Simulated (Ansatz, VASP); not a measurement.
## One calculation of C, two programs

INCAR

```
PREC = Accurate
ENCUT = 520
EDIFF = 1E-6
ISMEAR = 0
SIGMA = 0.02
LREAL = F
LASPH = T
NELM = 150
ALGO = Normal
ISIF = 2
LWAVE = F
LCHARG = T
ISPIN = 2
MAGMOM = 3 2
LORBIT = 11
GGA = PE
IVDW = 12
LELF = T
LVHAR = T
NBANDS = 15
```

The input KPOINTS:

```
Automatic mesh
0
Gamma
  12 12 12
```

POSCAR

```
C
1.0
    1.2280287114      0.7090027071      3.3470114498
   -1.2280287114      0.7090027071      3.3470114498
    0.0000000000     -1.4180054142      3.3470114498
C
2
Direct
    0.8334194958      0.8334194958      0.8334194958
    0.1665805042      0.1665805042      0.1665805042
```

Input for Ansatz:

```yaml
crystal:
  lattice:
    - [1.2280287114, 0.7090027071, 3.3470114498]
    - [-1.2280287114, 0.7090027071, 3.3470114498]
    - [0.0, -1.4180054142, 3.3470114498]
  atoms:
    - { symbol: C, position: [0.8334194958, 0.8334194958, 0.8334194958], spin: 3.0 }
    - { symbol: C, position: [0.1665805042, 0.1665805042, 0.1665805042], spin: 2.0 }
basis:
  ecutwfc: 420
kpoints:
  mp_grid: { grid: [12, 12, 12] }
hamiltonian:
  xc: pbe
  dispersion: d3bj
scf:
  occupations: { method: gaussian, width: 0.02 }
  algorithm: density_mixing
output:
  forces: true
  eigenvalues: true
  stress: true
magnetization:
  spin_polarized: true
```

Alike in both runs: task single point; functional PBE; dispersion D3(BJ); k mesh 12 × 12 × 12; occupations gaussian, width 0.02 eV; collinear spin.

|  | VASP | Ansatz |
| --- | --- | --- |
| version | VASP 6.6.1 | Ansatz 0.2.0 |
| potentials or method | VASP PAW PBE potentials, release 64 (C), cutoff 520 eV | scalar-relativistic, plane waves, PAW |
| valence electrons in the cell | 8 | 8 |

```tsv
	VASP	Ansatz	Ansatz less VASP
gap on the k mesh at the Fermi level (eV)	0.66	0.66	-0.001
pressure (GPa)	3.7	3.3	-0.46
traceless stress, the component that is largest in VASP (GPa)	-3.80	-3.27	+0.526
net moment per atom (μB)	0.00	0.00	0.000
```

Ansatz's warnings: seeded moment not kept.
